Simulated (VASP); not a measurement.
Here is a VASP 6.6.1 calculation.

Contents of INCAR:

```
SYSTEM = Pd
PREC     = Accurate       ! precision mode
ENCUT    = 600            ! plane-wave cutoff, eV
EDIFF    = 1E-6           ! SCF threshold, eV
ISMEAR   = 1              ! smearing method
SIGMA    = 0.1            ! smearing width, eV
LREAL    = .False.        ! projectors in reciprocal space
LASPH    = .True.         ! aspherical terms in the spheres
NELM     = 100            ! most SCF steps
ALGO     = Normal         ! electronic algorithm
ISIF     = 3              ! what is computed and relaxed
LWAVE    = .False.        ! write WAVECAR
LCHARG   = .False.        ! write CHGCAR
GGA      = CA             ! functional
IBRION   = 2              ! ionic algorithm
NSW      = 60             ! ionic steps
EDIFFG   = -0.01          ! ionic threshold
```

The input KPOINTS:

```
regular mesh
0
Gamma
  9 9 9
  0 0 0
```

File POSCAR:

```
Pd
1.0
    0.0000000000      1.9465000000      1.9465000000
    1.9465000000      0.0000000000      1.9465000000
    1.9465000000      1.9465000000      0.0000000000
Pd
1
Direct
    0.0000000000      0.0000000000      0.0000000000
```

Potentials or basis: VASP PAW LDA potentials, release 64 (Pd).

Launch:

```console
$ cat potpaw_LDA.64/Pd/POTCAR > POTCAR
$ mpirun -np 1 vasp_std > vasp.out
```

(1) What does it give for the relaxed volume?

(2) Predict the band gap on the k mesh.

Results:

(1) 14.13 Å³/atom.

(2) zero (band 5 reaches 10.54 eV, above the bottom of band 6 at 8.95 eV).
